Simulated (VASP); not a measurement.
# Ti (P6_3/mmc) in VASP: a series of runs

The runs below take Ti through single point, with r2SCAN+D3(BJ).

All numbers are computed with VASP 6.6.1; they aren't measurements. Logs are shortened: lines on timing, memory, paths and dates and some standing lists are left out, and cuts for length are marked.

## Step 1: The cell of the first run

It takes space group P6_3/mmc (No. 194, hexagonal). Conventional cell: a = 2.950 Å, b = 2.950 Å, c = 4.680 Å, α = 90.00°, β = 90.00°, γ = 120.00°. Within 3.8 Å of Ti (site symmetry -6m2) lie 12 Ti at 2.89 to 2.95 Å.

## Step 2: Single point, r2SCAN+D3(BJ)

Input file POSCAR:

```
Ti
1.0
    2.9500000000      0.0000000000      0.0000000000
   -1.4750000000      2.5547749412      0.0000000000
    0.0000000000      0.0000000000      4.6800000000
Ti
2
Direct
    0.3333333333      0.6666666667      0.2500000000
    0.6666666667      0.3333333333      0.7500000000
```

Input file INCAR.step1:

```
PREC     = Accurate       # precision mode
ENCUT    = 550            # plane-wave cutoff, eV
ISMEAR   = -1             # smearing method
SIGMA    = 0.15           # smearing width, eV
LREAL    = F              # projectors in reciprocal space
LASPH    = T              # aspherical terms in the spheres
NELM     = 120            # most SCF steps
NBANDS   = 19             # bands
GGA      = PE             # functional
ALGO     = Normal         # electronic algorithm
EDIFF    = 1E-5           # SCF threshold, eV
LWAVE    = T              # write WAVECAR
LCHARG   = F              # write CHGCAR
GGA_COMPAT= F
```

Input file INCAR.step2:

```
PREC     = Accurate       # precision mode
ENCUT    = 550            # plane-wave cutoff, eV
EDIFF    = 1E-6           # SCF threshold, eV
ISMEAR   = -1             # smearing method
SIGMA    = 0.15           # smearing width, eV
LREAL    = F              # projectors in reciprocal space
LASPH    = T              # aspherical terms in the spheres
NELM     = 120            # most SCF steps
ALGO     = Normal         # electronic algorithm
ISIF     = 2              # what is computed and relaxed
LWAVE    = F              # write WAVECAR
LCHARG   = F              # write CHGCAR
METAGGA  = R2SCAN         # meta-GGA
LMIXTAU  = T            
IVDW     = 12             # dispersion correction
VDW_S6   = 1.0          
VDW_S8   = 0.78981345   
VDW_A1   = 0.49484001   
VDW_A2   = 5.73083694   
NBANDS   = 19             # bands
ISTART   = 1            
GGA_COMPAT= F
```

Input file KPOINTS:

```
Automatic mesh
0
Gamma
  4 4 2
```

Potentials or basis: VASP PAW PBE potentials, release 64 (Ti_sv).

Launch:

```console
> cat potpaw_PBE.64/Ti_sv/POTCAR > POTCAR
> cp INCAR.step1 INCAR
> mpirun -np 1 vasp_std > vasp.out
> cp INCAR.step2 INCAR
> mpirun -np 1 vasp_std > vasp.out
```

OUTCAR:

```text
PREC = Accurate
   ENCUT = 550
   EDIFF = 1E-6
   ISMEAR = -1
   LREAL = F
   LASPH = T
   NELM = 120
   ISIF = 2
   METAGGA = R2SCAN
   IVDW = 12
   ISTART = 1
 IVDW          = 12

 ion  position               nearest neighbor table
   1  0.333  0.667  0.250-   2 2.89   2 2.89   2 2.89   2 2.89   2 2.89   2 2.89
   2  0.667  0.333  0.750-   1 2.89   1 2.89   1 2.89   1 2.89   1 2.89   1 2.89

  LATTYP: Found a hexagonal cell.
 ALAT       =     2.9500000000
 C/A-ratio  =     1.5864406780

  Lattice vectors:

 A1 = (   2.9500000000,   0.0000000000,   0.0000000000)
 A2 = (  -1.4750000000,   2.5547749412,   0.0000000000)
 A3 = (   0.0000000000,   0.0000000000,   4.6800000000)

Analysis of symmetry for initial positions (statically):
=====================================================================
 Subroutine PRICEL returns:
 Original cell was already a primitive cell.

 Routine SETGRP: Setting up the symmetry group for a
 hexagonal supercell.

 Subroutine GETGRP returns: Found 24 space group operations
 (whereof 12 operations were pure point group operations)
 out of a pool of 24 trial point group operations.

The static configuration has the point symmetry D_3d.
 The point group associated with its full space group is D_6h.

Analysis of symmetry for dynamics (positions and initial velocities):
=====================================================================
 Subroutine PRICEL returns:
 Original cell was already a primitive cell.

 Routine SETGRP: Setting up the symmetry group for a
 hexagonal supercell.

 Subroutine GETGRP returns: Found 24 space group operations
 (whereof 12 operations were pure point group operations)
 out of a pool of 24 trial point group operations.

The dynamic configuration has the point symmetry D_3d.
 The point group associated with its full space group is D_6h.

 Subroutine INISYM returns: Found 24 space group operations
 (whereof 12 operations are pure point group operations),
 and found     1 'primitive' translations

----------------------------------------------------------------------------------------

                                     Primitive cell

  volume of cell :      35.2712

  direct lattice vectors                    reciprocal lattice vectors
     2.950000000  0.000000000  0.000000000     0.338983051  0.195711956  0.000000000
    -1.475000000  2.554774941  0.000000000     0.000000000  0.391423911  0.000000000
     0.000000000  0.000000000  4.680000000     0.000000000  0.000000000  0.213675214

  length of vectors
     2.950000000  2.950000000  4.680000000     0.391423911  0.391423911  0.213675214

  position of ions in fractional coordinates (direct lattice)
     0.333333333  0.666666667  0.250000000
     0.666666667  0.333333333  0.750000000

  ion indices of the primitive-cell ions
   primitive index   ion index
                 1           1
                 2           2

----------------------------------------------------------------------------------------

 KPOINTS: Automatic mesh

Automatic generation of k-mesh.
 Grid dimensions read from file:
 generate k-points for:    4    4    2

 Generating k-lattice:

  Cartesian coordinates                     Fractional coordinates (reciprocal lattice)
     0.084745763  0.048927989  0.000000000     0.250000000 -0.000000000  0.000000000
     0.000000000  0.097855978  0.000000000     0.000000000  0.250000000  0.000000000
     0.000000000  0.000000000  0.106837607     0.000000000  0.000000000  0.500000000

  Length of vectors
     0.097855978  0.097855978  0.106837607

  Shift w.r.t. Gamma in fractional coordinates (k-lattice)
     0.000000000  0.000000000  0.000000000

 Subroutine IBZKPT returns following result:
 ===========================================

 Found      8 irreducible k-points:

 Following reciprocal coordinates:
            Coordinates               Weight
  0.000000  0.000000  0.000000      1.000000
  0.250000  0.000000  0.000000      6.000000
  0.500000  0.000000  0.000000      3.000000
  0.250000  0.250000  0.000000      6.000000
  0.000000  0.000000  0.500000      1.000000
  0.250000  0.000000  0.500000      6.000000
  0.500000  0.000000  0.500000      3.000000
  0.250000  0.250000  0.500000      6.000000
   k-points           NKPTS =      8   k-points in BZ     NKDIM =      8   number of bands    NBANDS=     19
   number of dos      NEDOS =    301   number of ions     NIONS =      2
   total plane-waves  NPLWV =  20736
   dimension x,y,z NGX =    24 NGY =   24 NGZ =   36
   dimension x,y,z NGXF=    48 NGYF=   48 NGZF=   72
   ions per type =               2
   NGX,Y,Z   is equivalent  to a cutoff of  13.53, 13.53, 12.79 a.u.
   NGXF,Y,Z  is equivalent  to a cutoff of  27.05, 27.05, 25.58 a.u.
 SYSTEM =  unknown system
   PREC   = accura    normal or accurate (medium, high low for compatibility)
   ISTART =      1    job   : 0-new  1-cont  2-samecut
   ICHARG =      0    charge: 1-file 2-atom 10-const
   ISPIN  =      1    spin polarized calculation?
   LNONCOLLINEAR =      F non collinear calculations
   LSORBIT =      F    spin-orbit coupling
   LASPH  =      T    aspherical Exc in radial PAW
   ENCUT  =  550.0 eV  40.42 Ry    6.36 a.u.   5.64  5.64  8.95*2*pi/ulx,y,z
   NELM   =    120;   NELMIN=  2; NELMDL=  0     # of ELM steps
   EDIFF  = 0.1E-05   stopping-criterion for ELM
   LREAL  =      F    real-space projection
[... 7 lines left out ...]
   TEBEG  =    0.0;   TEEND  =   0.0 temperature during run
   PSTRESS=    0.0 pullay stress
   NELECT =      24.0000    total number of electrons
   NUPDOWN=      -1.0000    fix difference up-down
   EMIN   =  10.00;   EMAX   =-10.00  energy-range for DOS
   EFERMI =   0.00;   METHOD = LEGACY
   ISMEAR =    -1;   SIGMA  =   0.15  broadening in eV -4-tet -1-fermi 0-gaus
   EFERMI_NEDOS =   21; number of points for ismear=-14 and -15
   IALGO  =     38    algorithm
   IMIX   =      4    mixing-type and parameters
     AMIX     =   0.40;   BMIX     =  1.00
     AMIX_MAG =   1.60;   BMIX_MAG =  1.00
  volume/ion in A,a.u.               =      17.64       119.01
  Fermi-wavevector in a.u.,A,eV,Ry     =   1.439920  2.721055 28.209912  2.073370
  Thomas-Fermi vector in A             =   2.558722
   LORBIT       =      0    0 simple, 1 ext, 2 COOP (PROOUT), +10 PAW based schemes
   METAGGA = R2SCAN    functional components
   LHFCALC =     F    Hartree Fock is set to
   AEXX    =    0.0000 exact exchange contribution
   IVDW    =    12    specifies the selected vdW correction
   LEPSILON=     F    determine dielectric tensor
   LRPA    =     F    only Hartree local field effects (RPA)
 non-spin polarized calculation
  energy-cutoff  :      550.00
  volume of cell :       35.27
 maximum number of plane-waves:      1085
 NGX is ok and might be reduce to    24
   NGX = 11   NGY = 11   NGZ = 17

 number of electron      24.0000002 magnetization

 Free energy of the ion-electron system (eV)
  ---------------------------------------------------
  ext. energy  EPLUGINS =         0.00000000
  ---------------------------------------------------
  free energy    TOTEN  =       -25.92732959 eV

  energy without entropy =      -25.73550735  energy(sigma->0) =      -25.83141847

 E-fermi :   8.0833     XC(G=0): -12.3145

 val. band max:        7.8216346399   @ k =   0.2500   0.0000   0.0000
 cond. band min:       8.1093038701   @ k =   0.2500   0.2500   0.5000
 fundamental gap:      0.2876692303
 Fermi energy:         8.0832542902

 k-point     1 :       0.0000    0.0000    0.0000
  band No.  band energies     occupation
      1     -50.9851      2.00000
      2     -50.8507      2.00000
      3     -26.5322      2.00000
      4     -25.8911      2.00000
      5     -25.8911      2.00000
      6     -25.8316      2.00000
[... 11 lines left out ...]
     18      10.0738      0.00000
     19      11.5955      0.00000

 k-point     2 :       0.2500    0.0000    0.0000
  band No.  band energies     occupation
      1     -50.9324      2.00000
      2     -50.8325      2.00000
      3     -26.4082      2.00000
      4     -26.1266      2.00000
      5     -26.0270      2.00000
      6     -25.9646      2.00000
[... 11 lines left out ...]
     18      10.6424      0.00000
     19      11.8894      0.00000

 k-point     3 :       0.5000    0.0000    0.0000
  band No.  band energies     occupation
      1     -50.8685      2.00000
      2     -50.8249      2.00000
      3     -26.3661      2.00000
      4     -26.2438      2.00000
      5     -26.2270      2.00000
      6     -26.0328      2.00000
[... 11 lines left out ...]
     18      12.0198      0.00000
     19      12.6961      0.00000

 k-point     4 :       0.2500    0.2500    0.0000
  band No.  band energies     occupation
      1     -50.8689      2.00000
      2     -50.8245      2.00000
      3     -26.2639      2.00000
      4     -26.2298      2.00000
      5     -26.2108      2.00000
      6     -26.0719      2.00000
[... 11 lines left out ...]
     18      11.7972      0.00000
     19      12.6620      0.00000

 k-point     5 :       0.0000    0.0000    0.5000
  band No.  band energies     occupation
      1     -50.9183      2.00000
      2     -50.9183      2.00000
      3     -26.1888      2.00000
      4     -26.1888      2.00000
      5     -25.8425      2.00000
      6     -25.8425      2.00000
[... 11 lines left out ...]
     18      11.2443      0.00000
     19      11.2443      0.00000

 k-point     6 :       0.2500    0.0000    0.5000
  band No.  band energies     occupation
      1     -50.8826      2.00000
      2     -50.8826      2.00000
      3     -26.2641      2.00000
      4     -26.2641      2.00000
      5     -25.9630      2.00000
      6     -25.9630      2.00000
[... 11 lines left out ...]
     18      11.2265      0.00000
     19      11.6167      0.00000

 k-point     7 :       0.5000    0.0000    0.5000
  band No.  band energies     occupation
      1     -50.8466      2.00000
      2     -50.8466      2.00000
      3     -26.4297      2.00000
      4     -26.4297      2.00000
      5     -25.9872      2.00000
      6     -25.9872      2.00000
[... 11 lines left out ...]
     18      11.8919      0.00000
     19      12.1607      0.00000

 k-point     8 :       0.2500    0.2500    0.5000
  band No.  band energies     occupation
      1     -50.8467      2.00000
      2     -50.8467      2.00000
      3     -26.3581      2.00000
      4     -26.3581      2.00000
      5     -26.0842      2.00000
      6     -26.0842      2.00000
[... 11 lines left out ...]
     18      11.7651      0.00000
     19      13.1601      0.00000

------------------------ aborting loop because EDIFF is reached ----------------------------------------

 Edisp (eV)   -0.56031

 E8    (eV) :    -0.2134

  FORCE on cell =-STRESS in cart. coord.  units (eV):
  Direction    XX          YY          ZZ          XY          YZ          ZX
  --------------------------------------------------------------------------------------
  -------------------------------------------------------------------------------------
  Total      -0.78443    -0.78443    -0.95603     0.00000     0.00000    -0.00000
  in kB     -35.63242   -35.63242   -43.42722     0.00000     0.00000    -0.00000
  external pressure =      -38.23 kB  Pullay stress =        0.00 kB

 VOLUME and BASIS-vectors are now :
 -----------------------------------------------------------------------------
  energy-cutoff  :      550.00
  volume of cell :       35.27
      direct lattice vectors                 reciprocal lattice vectors
     2.950000000  0.000000000  0.000000000     0.338983051  0.195711956  0.000000000
    -1.475000000  2.554774941  0.000000000     0.000000000  0.391423911  0.000000000
     0.000000000  0.000000000  4.680000000     0.000000000  0.000000000  0.213675214

 POSITION                                       TOTAL-FORCE (eV/Angst)
 -----------------------------------------------------------------------------------
     -0.00000      1.70318      1.17000         0.000000     -0.000000      0.000000
      1.47500      0.85159      3.51000        -0.000000      0.000000      0.000000
 -----------------------------------------------------------------------------------
    total drift:                               -0.000000      0.000000     -0.000000

  FREE ENERGIE OF THE ION-ELECTRON SYSTEM (eV)
  ---------------------------------------------------
  free  energy   TOTEN  =       -26.4876417303 eV

  energy  without entropy=      -26.2958194851  energy(sigma->0) =      -26.39173061
```

Wall time 21 s (1 thread of Intel Xeon 6975P-C, shared host); peak memory 0.17 GiB.

What came out:

```yaml
Free_energy: -26.4876 eV
Pressure: -3.8 GPa
Band_gap_on_the_k_mesh: zero (band 12 reaches 9.13 eV, above the bottom of band 13 at 8.11 eV)
Dispersion_energy_per_atom: -0.280 eV
```

Stress tensor (GPa, compression positive):
```
-3.56  0.00  0.00
 0.00 -3.56  0.00
 0.00  0.00 -4.34
```

Caveat: the k points lie up to 0.67 Å⁻¹ apart; the PAW data sets were made with another functional, which shifts forces and pressure a little; pairwise dispersion overbinds metals, which lowers pressure and volume.

## Step 3: Single point, r2SCAN+D3(BJ)

POSCAR is that of step 2.

Input file INCAR.step1:

```
SYSTEM = Ti
PREC = Accurate
ENCUT = 550
ISMEAR = -1
SIGMA = 0.15
LREAL = .False.
LASPH = .True.
NELM = 120
NBANDS = 19
GGA = PE
ALGO = Normal
EDIFF = 1E-5
LWAVE = .True.
LCHARG = .False.
GGA_COMPAT = .False.
```

Input file INCAR.step2:

```
SYSTEM = Ti
PREC = Accurate
ENCUT = 550
EDIFF = 1E-6
ISMEAR = -1
SIGMA = 0.15
LREAL = .False.
LASPH = .True.
NELM = 120
ALGO = Normal
ISIF = 2
LWAVE = .False.
LCHARG = .True.
METAGGA = R2SCAN
LMIXTAU = .True.
IVDW = 12
VDW_S6 = 1.0
VDW_S8 = 0.78981345
VDW_A1 = 0.49484001
VDW_A2 = 5.73083694
LELF = .True.
LVHAR = .True.
NBANDS = 19
ISTART = 1
GGA_COMPAT = .False.
```

Input file KPOINTS:

```
Automatic mesh
0
Gamma
  5 5 3
  0 0 0
```

Potentials or basis: VASP PAW PBE potentials, release 64 (Ti_sv).

Launch:

```console
> cat potpaw_PBE.64/Ti_sv/POTCAR > POTCAR
> cp INCAR.step1 INCAR
> mpirun -np 1 vasp_std > vasp.out
> cp INCAR.step2 INCAR
> mpirun -np 1 vasp_std > vasp.out
```

Run time: 31 s. Hardware: 1 thread of Intel Xeon 6975P-C, shared host; peak memory 0.17 GiB.

Results (log left out):

* Free energy: -26.5371 eV
* Pressure: -4.0 GPa
* Band gap on the k mesh: zero (band 12 reaches 9.11 eV, above the bottom of band 13 at 8.18 eV)
* Dispersion energy per atom: -0.280 eV

Stress tensor (GPa, compression positive):
```
-3.53  0.00  0.00
 0.00 -3.53  0.00
 0.00  0.00 -4.94
```

Levels at points of the mesh, in eV from the Fermi level:
| k point | band 8 | band 9 | band 10 | band 11 | band 12 | band 13 | band 14 | band 15 | band 16 | band 17 |
| --- | --- | --- | --- | --- | --- | --- | --- | --- | --- | --- |
| (0.00, 0.00, 0.00) | -34.04 | -6.57 | -2.80 | 0.52 | 0.88 | 0.88 | 0.99 | 1.40 | 1.40 | 1.83 |

Caveat: the k points lie up to 0.49 Å⁻¹ apart; the PAW data sets were made with another functional, which shifts forces and pressure a little; pairwise dispersion overbinds metals, which lowers pressure and volume.

## Step 4: Single point, r2SCAN+D3(BJ)

POSCAR is that of step 3.

Input file INCAR.step1:

```
  ALGO = Normal
  EDIFF = 1E-5
  ENCUT = 550
  GGA = PE
  GGA_COMPAT = False
  ISMEAR = -1
  LASPH = True
  LCHARG = False
  LREAL = False
  LWAVE = True
  NBANDS = 19
  NELM = 120
  PREC = Accurate
  SIGMA = 0.15
```

Input file INCAR.step2:

```
  ALGO = Normal
  EDIFF = 1E-6
  ENCUT = 550
  GGA_COMPAT = False
  ISIF = 2
  ISMEAR = -1
  ISTART = 1
  IVDW = 12
  LASPH = True
  LCHARG = False
  LMIXTAU = True
  LREAL = False
  LWAVE = False
  METAGGA = R2SCAN
  NBANDS = 19
  NELM = 120
  PREC = Accurate
  SIGMA = 0.15
  VDW_A1 = 0.49484001
  VDW_A2 = 5.73083694
  VDW_S6 = 1.0
  VDW_S8 = 0.78981345
```

Input file KPOINTS:

```
k-points
0
Gamma
  7 7 4
```

Launch:

```console
> cat potpaw_PBE.64/Ti_sv/POTCAR > POTCAR
> cp INCAR.step1 INCAR
> mpirun -np 1 vasp_std > vasp.out
> cp INCAR.step2 INCAR
> mpirun -np 1 vasp_std > vasp.out
```

Run time: 42 s. Hardware: 1 thread of Intel Xeon 6975P-C, shared host; peak memory 0.17 GiB.

The run converged. Its results:

```yaml
Free_energy: -26.5362 eV
Pressure: -4.0 GPa
Band_gap_on_the_k_mesh: zero (band 12 reaches 9.10 eV, above the bottom of band 13 at 7.92 eV)
Dispersion_energy_per_atom: -0.280 eV
```

Levels at points of the mesh, in eV from the Fermi level:
| k point | band 9 | band 10 | band 11 | band 12 | band 13 | band 14 | band 15 | band 16 |
| --- | --- | --- | --- | --- | --- | --- | --- | --- |
| (0.00, 0.00, 0.00) | -6.55 | -2.79 | 0.54 | 0.90 | 0.90 | 1.00 | 1.41 | 1.41 |
| (0.00, 0.00, 0.50) | -4.64 | -4.64 | 0.10 | 0.10 | 0.82 | 0.82 | 0.82 | 0.82 |

Caveat: the PAW data sets were made with another functional, which shifts forces and pressure a little; pairwise dispersion overbinds metals, which lowers pressure and volume.

## Step 5: Single point, r2SCAN+D3(BJ)

POSCAR is that of step 4.

Input file INCAR.step1:

```
SYSTEM = Ti
PREC = Accurate
ENCUT = 550
ISMEAR = -1
SIGMA = 0.15
LREAL = .FALSE.
LASPH = .TRUE.
NELM = 120
NBANDS = 19
GGA = PE
ALGO = Normal
EDIFF = 1E-5
LWAVE = .TRUE.
LCHARG = .FALSE.
GGA_COMPAT = .FALSE.
```

Input file INCAR.step2:

```
SYSTEM = Ti
PREC = Accurate
ENCUT = 550
EDIFF = 1E-6
ISMEAR = -1
SIGMA = 0.15
LREAL = .FALSE.
LASPH = .TRUE.
NELM = 120
ALGO = Normal
ISIF = 2
LWAVE = .FALSE.
LCHARG = .TRUE.
METAGGA = R2SCAN
LMIXTAU = .TRUE.
IVDW = 12
VDW_S6 = 1.0
VDW_S8 = 0.78981345
VDW_A1 = 0.49484001
VDW_A2 = 5.73083694
LELF = .TRUE.
LVHAR = .TRUE.
NBANDS = 19
ISTART = 1
GGA_COMPAT = .FALSE.
```

Input file KPOINTS:

```
regular mesh
0
G
  8 8 5
  0 0 0
```

Launch:

```console
> cat potpaw_PBE.64/Ti_sv/POTCAR > POTCAR
> cp INCAR.step1 INCAR
> mpirun -np 1 vasp_std > vasp.out
> cp INCAR.step2 INCAR
> mpirun -np 1 vasp_std > vasp.out
```

Wall time 62 s (1 thread of Intel Xeon 6975P-C, shared host); peak memory 0.18 GiB.

It converged, with:

- Free energy: -26.5335 eV
- Pressure: -3.9 GPa
- Band gap on the k mesh: zero (band 12 reaches 9.10 eV, above the bottom of band 13 at 7.97 eV)
- Dispersion energy per atom: -0.280 eV

Stress tensor (GPa, compression positive):
```
-3.86  0.00  0.00
 0.00 -3.86  0.00
 0.00  0.00 -4.07
```

Levels at points of the mesh, in eV from the Fermi level:
```csv
k point,band 9,band 10,band 11,band 12,band 13,band 14,band 15,band 16
"(0.00, 0.00, 0.00)",-6.54,-2.78,0.55,0.91,0.91,1.00,1.42,1.42
"(0.50, 0.00, 0.00)",-2.46,-2.19,-1.85,-0.80,0.67,0.72,1.29,3.53
```

Caveat: the PAW data sets were made with another functional, which shifts forces and pressure a little; pairwise dispersion overbinds metals, which lowers pressure and volume.

## Step 6: Overview

```csv
k mesh,gap on the mesh (eV),pressure (GPa)
4 × 4 × 2,none,-3.8
5 × 5 × 3,none,-4.0
7 × 7 × 4,none,-4.0
8 × 8 × 5,none,-3.9
```

Alike in all rows: task single point; level r2SCAN+D3(BJ); potentials or basis VASP PAW PBE potentials, release 64 (Ti_sv); no spin polarisation; cell as given; cutoff (eV) 550; smearing fermi-dirac 0.15 eV.

Caveats: some runs use coarse meshes; the PAW data sets were made with another functional, which shifts forces and pressure a little; pairwise dispersion overbinds metals, which lowers pressure and volume.

Absolute energies hang on the potentials; compare differences alone.
